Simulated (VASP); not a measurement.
# H in VASP: further runs

H is run at these levels: PBE; tasks: single point.

Everything below comes from runs of VASP 6.6.1. Logs are shortened: lines on timing, memory, paths and dates and some standing lists are left out, and cuts for length are marked.

**1. The cell of the first run**

The structure is hexagonal, space group P6_3/mmc (No. 194). Conventional cell: a = 1.932 Å, b = 1.932 Å, c = 1.905 Å, α = 90.00°, β = 90.00°, γ = 120.00°. Within 2.0 Å of H (site symmetry -6m2) lie 14 H at 1.47 to 1.93 Å.

**2. Single point, PBE**

INCAR

```
  ALGO = Normal
  EDIFF = 1E-6
  ENCUT = 500
  GGA = PE
  GGA_COMPAT = F
  ISIF = 2
  ISMEAR = -1
  LASPH = T
  LCHARG = T
  LELF = T
  LREAL = F
  LVHAR = T
  LWAVE = F
  NBANDS = 8
  NELM = 120
  PREC = Accurate
  SIGMA = 0.05
```

KPOINTS

```
k-points
0
Gamma
  17 17 9
```

POSCAR

```
H
1.0
    1.9322960424      0.0000000000      0.0000000000
   -0.9661480212      1.6734174604      0.0000000000
    0.0000000000      0.0000000000      1.9047121369
H
2
Direct
    0.3333333333      0.6666666667      0.2500000000
    0.6666666667      0.3333333333      0.7500000000
```

Potentials or basis: VASP PAW PBE potentials, release 64 (H).

On the command line:

```console
cat potpaw_PBE.64/H/POTCAR > POTCAR
mpirun -np 1 vasp_std > vasp.out
```

OUTCAR:

```text
EDIFF = 1E-6
   ENCUT = 500
   GGA = PE
   ISIF = 2
   ISMEAR = -1
   LASPH = T
   LREAL = F
   NELM = 120
   PREC = Accurate

 ion  position               nearest neighbor table
   1  0.333  0.667  0.250-
   2  0.667  0.333  0.750-

  LATTYP: Found a hexagonal cell.
 ALAT       =     1.9322960424
 C/A-ratio  =     0.9857248036

  Lattice vectors:

 A1 = (   1.9322960424,   0.0000000000,   0.0000000000)
 A2 = (  -0.9661480212,   1.6734174604,   0.0000000000)
 A3 = (   0.0000000000,   0.0000000000,   1.9047121369)

Analysis of symmetry for initial positions (statically):
=====================================================================
 Subroutine PRICEL returns:
 Original cell was already a primitive cell.

 Routine SETGRP: Setting up the symmetry group for a
 hexagonal supercell.

 Subroutine GETGRP returns: Found 24 space group operations
 (whereof 12 operations were pure point group operations)
 out of a pool of 24 trial point group operations.

The static configuration has the point symmetry D_3d.
 The point group associated with its full space group is D_6h.

Analysis of symmetry for dynamics (positions and initial velocities):
=====================================================================
 Subroutine PRICEL returns:
 Original cell was already a primitive cell.

 Routine SETGRP: Setting up the symmetry group for a
 hexagonal supercell.

 Subroutine GETGRP returns: Found 24 space group operations
 (whereof 12 operations were pure point group operations)
 out of a pool of 24 trial point group operations.

The dynamic configuration has the point symmetry D_3d.
 The point group associated with its full space group is D_6h.

 Subroutine INISYM returns: Found 24 space group operations
 (whereof 12 operations are pure point group operations),
 and found     1 'primitive' translations

----------------------------------------------------------------------------------------

                                     Primitive cell

  volume of cell :       6.1590

  direct lattice vectors                    reciprocal lattice vectors
     1.932296042  0.000000000  0.000000000     0.517519044  0.298789759  0.000000000
    -0.966148021  1.673417460  0.000000000     0.000000000  0.597579518  0.000000000
     0.000000000  0.000000000  1.904712137     0.000000000  0.000000000  0.525013718

  length of vectors
     1.932296042  1.932296042  1.904712137     0.597579518  0.597579518  0.525013718

  position of ions in fractional coordinates (direct lattice)
     0.333333333  0.666666667  0.250000000
     0.666666667  0.333333333  0.750000000

  ion indices of the primitive-cell ions
   primitive index   ion index
                 1           1
                 2           2

----------------------------------------------------------------------------------------

 KPOINTS: k-points

Automatic generation of k-mesh.
 Grid dimensions read from file:
 generate k-points for:   17   17    9

 Generating k-lattice:

  Cartesian coordinates                     Fractional coordinates (reciprocal lattice)
     0.030442297  0.017575868  0.000000000     0.058823529  0.000000000  0.000000000
     0.000000000  0.035151736  0.000000000     0.000000000  0.058823529  0.000000000
     0.000000000  0.000000000  0.058334858     0.000000000  0.000000000  0.111111111

  Length of vectors
     0.035151736  0.035151736  0.058334858

  Shift w.r.t. Gamma in fractional coordinates (k-lattice)
     0.000000000  0.000000000  0.000000000

 Subroutine IBZKPT returns following result:
 ===========================================

 Found    165 irreducible k-points:

 Following reciprocal coordinates:
            Coordinates               Weight
  0.000000  0.000000  0.000000      1.000000
  0.058824  0.000000  0.000000      6.000000
  0.117647  0.000000  0.000000      6.000000
  0.176471  0.000000  0.000000      6.000000
  0.235294  0.000000  0.000000      6.000000
  0.294118  0.000000  0.000000      6.000000
[... 16 lines left out ...]
  0.411765  0.117647  0.000000     12.000000
  0.176471  0.176471  0.000000      6.000000
 [... further k-points ...]
   k-points           NKPTS =    165   k-points in BZ     NKDIM =    165   number of bands    NBANDS=      8
   number of dos      NEDOS =    301   number of ions     NIONS =      2
   total plane-waves  NPLWV =   2744
   dimension x,y,z NGX =    14 NGY =   14 NGZ =   14
   dimension x,y,z NGXF=    28 NGYF=   28 NGZF=   28
   ions per type =               2
   NGX,Y,Z   is equivalent  to a cutoff of  12.04, 12.04, 12.22 a.u.
   NGXF,Y,Z  is equivalent  to a cutoff of  24.09, 24.09, 24.44 a.u.
 SYSTEM =  unknown system
   PREC   = accura    normal or accurate (medium, high low for compatibility)
   ISTART =      0    job   : 0-new  1-cont  2-samecut
   ICHARG =      2    charge: 1-file 2-atom 10-const
   ISPIN  =      1    spin polarized calculation?
   LNONCOLLINEAR =      F non collinear calculations
   LSORBIT =      F    spin-orbit coupling
   LASPH  =      T    aspherical Exc in radial PAW
   ENCUT  =  500.0 eV  36.75 Ry    6.06 a.u.   3.52  3.52  3.47*2*pi/ulx,y,z
   NELM   =    120;   NELMIN=  2; NELMDL= -5     # of ELM steps
   EDIFF  = 0.1E-05   stopping-criterion for ELM
   LREAL  =      F    real-space projection
   EDIFFG = 0.1E-04   stopping-criterion for IOM
   NSW    =      0    number of steps for IOM
   IBRION =     -1    ionic relax: 0-MD 1-quasi-New 2-CG
   NFREE  =      0    steps in history (QN), initial steepest desc. (CG)
   ISIF   =      2    stress and relaxation
   ISYM   =      2    0-nonsym 1-usesym 2-fastsym
   POTIM  = 0.5000    time-step for ionic-motion
   TEBEG  =    0.0;   TEEND  =   0.0 temperature during run
   PSTRESS=    0.0 pullay stress
   NELECT =       2.0000    total number of electrons
   NUPDOWN=      -1.0000    fix difference up-down
   EMIN   =  10.00;   EMAX   =-10.00  energy-range for DOS
   EFERMI =   0.00;   METHOD = LEGACY
   ISMEAR =    -1;   SIGMA  =   0.05  broadening in eV -4-tet -1-fermi 0-gaus
   EFERMI_NEDOS =   21; number of points for ismear=-14 and -15
   IALGO  =     38    algorithm
   IMIX   =      4    mixing-type and parameters
     AMIX     =   0.40;   BMIX     =  1.00
     AMIX_MAG =   1.60;   BMIX_MAG =  1.00
  volume/ion in A,a.u.               =       3.08        20.78
  Fermi-wavevector in a.u.,A,eV,Ry     =   1.125250  2.126414 17.227531  1.266188
  Thomas-Fermi vector in A             =   2.261926
   LORBIT       =      0    0 simple, 1 ext, 2 COOP (PROOUT), +10 PAW based schemes
   GGA     = PE    functional components
   LHFCALC =     F    Hartree Fock is set to
   AEXX    =    0.0000 exact exchange contribution
   IVDW    =     0    specifies the selected vdW correction
   LEPSILON=     F    determine dielectric tensor
   LRPA    =     F    only Hartree local field effects (RPA)
 non-spin polarized calculation
  energy-cutoff  :      500.00
  volume of cell :        6.16
 maximum number of plane-waves:       175
 NGX is ok and might be reduce to    14
   NGX =  7   NGY =  7   NGZ =  7

 number of electron       2.0000000 magnetization

 Free energy of the ion-electron system (eV)
  ---------------------------------------------------
  ext. energy  EPLUGINS =         0.00000000
  ---------------------------------------------------
  free energy    TOTEN  =        -4.54020736 eV

  energy without entropy =       -4.53855532  energy(sigma->0) =       -4.53938134

 E-fermi :   2.7599     XC(G=0): -10.8843

 val. band max:        2.7148003113   @ k =   0.3529   0.2941   0.1111
 cond. band min:       2.7934377260   @ k =   0.4118   0.1765   0.1111
 fundamental gap:      0.0786374147
 Fermi energy:         2.7598996245

 k-point     1 :       0.0000    0.0000    0.0000
  band No.  band energies     occupation
      1     -13.4739      2.00000
      2      19.4235      0.00000
      3      30.8404      0.00000
      4      38.8282      0.00000
      5      41.3188      0.00000
      6      41.7246      0.00000
      7      41.7246      0.00000
      8      44.7421      0.00000

 k-point     2 :       0.0588    0.0000    0.0000
  band No.  band energies     occupation
      1     -13.2960      2.00000
      2      19.2500      0.00000
      3      31.0247      0.00000
      4      36.1652      0.00000
      5      38.6495      0.00000
      6      39.9247      0.00000
      7      43.7385      0.00000
      8      46.9093      0.00000

 k-point     3 :       0.1176    0.0000    0.0000
  band No.  band energies     occupation
      1     -12.7632      2.00000
      2      18.6017      0.00000
      3      31.5772      0.00000
      4      31.9636      0.00000
      5      36.5106      0.00000
      6      37.4922      0.00000
      7      46.9906      0.00000
      8      50.4426      0.00000

 k-point     4 :       0.1765    0.0000    0.0000
  band No.  band energies     occupation
      1     -11.8784      2.00000
      2      17.1352      0.00000
      3      28.4973      0.00000
      4      32.4967      0.00000
      5      35.2151      0.00000
      6      35.3212      0.00000
      7      50.5411      0.00000
      8      54.4382      0.00000

 k-point     5 :       0.2353    0.0000    0.0000
  band No.  band energies     occupation
      1     -10.6465      2.00000
      2      14.6312      0.00000
      3      26.2254      0.00000
      4      33.4924      0.00000
      5      33.7808      0.00000
      6      34.7115      0.00000
      7      53.6632      0.00000
      8      58.4439      0.00000

 k-point     6 :       0.2941    0.0000    0.0000
  band No.  band energies     occupation
      1      -9.0769      2.00000
      2      11.4133      0.00000
      3      24.8778      0.00000
      4      32.0235      0.00000
      5      35.0115      0.00000
      6      35.4295      0.00000
      7      52.5426      0.00000
      8      57.5665      0.00000

 k-point     7 :       0.3529    0.0000    0.0000
  band No.  band energies     occupation
      1      -7.1952      2.00000
      2       7.9931      0.00000
      3      24.0398      0.00000
      4      30.9192      0.00000
      5      36.0526      0.00000
      6      37.4322      0.00000
      7      49.1504      0.00000
      8      53.3800      0.00000
[... 133 lines left out ...]
 k-point    20 :       0.2353    0.1176    0.0000
  band No.  band energies     occupation
      1      -8.5549      2.00000
      2      11.3708      0.00000
      3      21.0638      0.00000
      4      31.6953      0.00000
      5      35.9803      0.00000
      6      41.0465      0.00000
      7      50.9804      0.00000
      8      55.0011      0.00000

 k-point    21 :       0.2941    0.1176    0.0000
  band No.  band energies     occupation
      1      -6.6782      2.00000
      2       8.1848      0.00000
      3      19.5387      0.00000
      4      32.6542      0.00000
      5      37.9803      0.00000
      6      40.4009      0.00000
      7      49.4130      0.00000
      8      53.8406      0.00000

 k-point    22 :       0.3529    0.1176    0.0000
  band No.  band energies     occupation
      1      -4.5598      2.00000
      2       5.0498      0.00000
      3      18.6208      0.00000
      4      33.5733      0.00000
      5      40.3053      0.00000
      6      40.5226      0.00000
      7      46.5044      0.00000
      8      50.0877      0.00000

 k-point    23 :       0.4118    0.1176    0.0000
  band No.  band energies     occupation
      1      -2.5476      2.00000
      2       2.4941      1.99022
      3      18.1861      0.00000
      4      34.1031      0.00000
      5      41.5415      0.00000
      6      42.7524      0.00000
      7      43.9514      0.00000
      8      46.9209      0.00000

 k-point    24 :       0.1765    0.1765    0.0000
  band No.  band energies     occupation
      1      -8.7265      2.00000
      2      12.1422      0.00000
      3      20.1279      0.00000
      4      31.5958      0.00000
      5      35.7979      0.00000
      6      45.4176      0.00000
      7      47.0814      0.00000
      8      55.1027      0.00000

 [... further k-points ...]

------------------------ aborting loop because EDIFF is reached ----------------------------------------

  FORCE on cell =-STRESS in cart. coord.  units (eV):
  Direction    XX          YY          ZZ          XY          YZ          ZX
  --------------------------------------------------------------------------------------
  -------------------------------------------------------------------------------------
  Total       -0.0193151     -0.0193151     -0.0233601      0.0000000      0.0000000      0.0000000
  in kB       -5.0245865     -5.0245865     -6.0768415      0.0000000      0.0000000      0.0000000
  external PRESSURE =      -5.3753382 kB  Pullay stress =       0.0000000 kB

 VOLUME and BASIS-vectors are now :
 -----------------------------------------------------------------------------
  energy-cutoff  :      500.00
  volume of cell :        6.16
      direct lattice vectors                 reciprocal lattice vectors
     1.932296042  0.000000000  0.000000000     0.517519044  0.298789759  0.000000000
    -0.966148021  1.673417460  0.000000000     0.000000000  0.597579518  0.000000000
     0.000000000  0.000000000  1.904712137     0.000000000  0.000000000  0.525013718

 POSITION                                       TOTAL-FORCE (eV/Angst)
 -----------------------------------------------------------------------------------
     -0.00000      1.11561      0.47618        -0.000000     -0.000000      0.000000
      0.96615      0.55781      1.42853         0.000000      0.000000      0.000000
 -----------------------------------------------------------------------------------
    total drift:                               -0.000000      0.000000     -0.000000

  FREE ENERGIE OF THE ION-ELECTRON SYSTEM (eV)
  ---------------------------------------------------
  free  energy   TOTEN  =        -4.5402073595 eV

  energy  without entropy=       -4.5385553244  energy(sigma->0) =       -4.53938134
```

Run time: 2.8 s. Hardware: 1 thread of Intel Xeon Platinum 8488C (Sapphire Rapids), shared host; peak memory 0.11 GiB.

Results:

```yaml
Free_energy: -4.5402 eV
Pressure: -0.5 GPa
Band_gap_on_the_k_mesh: zero (bands 1 and 2 overlap by 7.81 eV)
```

Caveat: the k points lie up to 0.37 Å⁻¹ apart, too coarse for converged energies and pressures of a metal.

**3. Single point, PBE (atom 1 (H) moved by [0.035355, 0.035355, 0.0] A)**

INCAR

```
ALGO     = Normal         # electronic algorithm
EDIFF    = 1E-6           # SCF threshold, eV
ENCUT    = 500            # plane-wave cutoff, eV
GGA      = PE             # functional
GGA_COMPAT= F            
ISIF     = 2              # what is computed and relaxed
ISMEAR   = -1             # smearing method
LASPH    = T              # aspherical terms in the spheres
LCHARG   = T              # write CHGCAR
LELF     = T              # ELF
LREAL    = F              # projectors in reciprocal space
LVHAR    = T            
LWAVE    = F              # write WAVECAR
NBANDS   = 8              # bands
NELM     = 120            # most SCF steps
PREC     = Accurate       # precision mode
SIGMA    = 0.05           # smearing width, eV
```

KPOINTS is that of step 2.

Edit POSCAR of step 2 so:

```diff
@@ -8,3 +8,3 @@
 Direct
-    0.3333333333      0.6666666667      0.2500000000
+    0.3621939311      0.6877940905      0.2500000000
     0.6666666667      0.3333333333      0.7500000000
```

Potentials or basis: VASP PAW PBE potentials, release 64 (H).

On the command line:

```console
cat potpaw_PBE.64/H/POTCAR > POTCAR
mpirun -np 1 vasp_std > vasp.out
```

Run time: 10 s. Hardware: 1 thread of Intel Xeon Platinum 8488C (Sapphire Rapids), shared host; peak memory 0.12 GiB.

It converged, with:

```
Free energy            : -4.5473 eV
Pressure               : -0.4 GPa
Largest force          : 0.275 eV/Å
Band gap on the k mesh : zero (bands 1 and 2 overlap by 7.92 eV)
```

Forces in eV/Å, atoms in the order of the input:
```
H    0.181  0.207  0.000
H   -0.181 -0.207  0.000
```

Stress tensor (GPa, compression positive):
```
 1.16  1.54  0.00
 1.54 -1.58  0.00
 0.00  0.00 -0.89
```

Levels at points of the mesh, in eV from the Fermi level:
| k point | band 1 | band 2 | band 3 | band 4 |
| --- | --- | --- | --- | --- |
| (0.00, 0.00, 0.00) | -16.22 | 16.69 | 28.09 | 36.09 |

Caveat: the k points lie up to 0.37 Å⁻¹ apart, too coarse for converged energies and pressures of a metal; the cell differs from its parent crystal (atom 1 (H) moved by [0.035355, 0.035355, 0.0] A).
